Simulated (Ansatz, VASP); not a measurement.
Two plane-wave programs on ZrC

```
CELL_PARAMETERS angstrom
0.00000 2.40231 2.40231
2.40231 0.00000 2.40231
2.40231 2.40231 0.00000
ATOMIC_POSITIONS crystal
Zr 0.50000 0.50000 0.50000
C 0.00000 0.00000 0.00000
```

Alike in both runs: functional r2SCAN; k mesh 12 × 12 × 12; occupations fermi-dirac, width 0.1 eV; no spin polarisation.

Ansatz relaxed the structure, and its values are those at the end. VASP's run is a single point on that final structure, the one shown.

|  | VASP | Ansatz |
| --- | --- | --- |
| version | VASP 6.6.1 | Ansatz 0.2.0 |
| potentials or method | VASP PAW PBE potentials, release 64 (Zr_sv, C), cutoff 520 eV | PAW plane waves |
| valence electrons in the cell | 16 | 16 |

Ansatz gave:

* pressure (GPa): -12.0

Q: Which values does VASP return?

A: Pressure (GPa): -11.8.

VASP's potentials were made for PBE, not for r2SCAN. Ansatz's warnings: stress scf threshold loose.
